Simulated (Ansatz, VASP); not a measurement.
## WS2: VASP beside Ansatz

File INCAR:

```
ALGO = Normal
EDIFF = 1E-6
ENCUT = 520
GGA = PE
ISIF = 2
ISMEAR = -1
LASPH = T
LCHARG = T
LELF = T
LREAL = F
LVHAR = T
LWAVE = F
NBANDS = 35
NELM = 60
PREC = Accurate
SIGMA = 0.02
```

The input KPOINTS:

```
k-points
0
Gamma
  12 12 2
```

The input POSCAR:

```
WS2
1.0
    3.0748479046      0.0000000000      0.0000000000
   -1.5374239523      2.6628963982      0.0000000000
    0.0000000000      0.0000000000     12.1163384359
W S
2 4
Direct
    0.3333333333      0.6666666667      0.2500000000
    0.6666666667      0.3333333333      0.7500000000
    0.6666666667      0.3333333333      0.3812550822
    0.6666666667      0.3333333333      0.1187449178
    0.3333333333      0.6666666667      0.8812550822
    0.3333333333      0.6666666667      0.6187449178
```

Input for Ansatz:

```yaml
crystal:
  lattice:
    - [3.0748479046, 0.0, 0.0]
    - [-1.5374239523, 2.6628963982, 0.0]
    - [0.0, 0.0, 12.1163384359]
  atoms:
    - { symbol: W, position: [0.3333333333, 0.6666666667, 0.25] }
    - { symbol: W, position: [0.6666666667, 0.3333333333, 0.75] }
    - { symbol: S, position: [0.6666666667, 0.3333333333, 0.3812550822] }
    - { symbol: S, position: [0.6666666667, 0.3333333333, 0.1187449178] }
    - { symbol: S, position: [0.3333333333, 0.6666666667, 0.8812550822] }
    - { symbol: S, position: [0.3333333333, 0.6666666667, 0.6187449178] }
kpoints:
  mp_grid: { grid: [12, 12, 2] }
  band_path:
    path:
      - [0.0, 0.0, 0.0]
      - [0.5, 0.0, 0.0]
      - [0.3333333333, 0.3333333333, 0.0]
      - [0.0, 0.0, 0.5]
      - [0.5, 0.0, 0.5]
      - [0.3333333333, 0.3333333333, 0.5]
      - [0.177083, 0.177083, 0.0]
    npoints: 1
hamiltonian:
  xc: pbe
scf:
  occupations: { method: fermi_dirac, width: 0.02 }
  n_extra_bands: 5
output:
  forces: true
  stress: true
  eigenvalues: true
```

Change from the starting cell: hydrostatic strain -3.0%.

Alike in both runs: task single point; functional PBE; k mesh 12 × 12 × 2; occupations fermi-dirac, width 0.02 eV; no spin polarisation.

```csv
,VASP,Ansatz
version,VASP 6.6.1,Ansatz 0.2.0
potentials or method,"VASP PAW PBE potentials, release 64 (W_sv, S)","plane waves, PAW"
plane-wave cutoff (eV),520,420
valence electrons in the cell,52,52
```

VASP gave:

```
gap on the k mesh at the Fermi level (eV)                     : 0.91
pressure (GPa)                                                : 12.1
traceless stress, the component that is largest in VASP (GPa) : -4.10
rms of the force components (eV/Å)                            : 0.120
```

**Question.** Estimate Ansatz's values.

**Answer.** gap on the k mesh at the Fermi level (eV): 0.89; pressure (GPa): 12.1; traceless stress, the component that is largest in VASP (GPa): -4.10; rms of the force components (eV/Å): 0.119.

Atom by atom the forces differ by 0.001 eV/Å (rms over components). The functional is the same, so the differences come from potentials, cutoffs and numerics.

Spin-orbit coupling is off throughout.
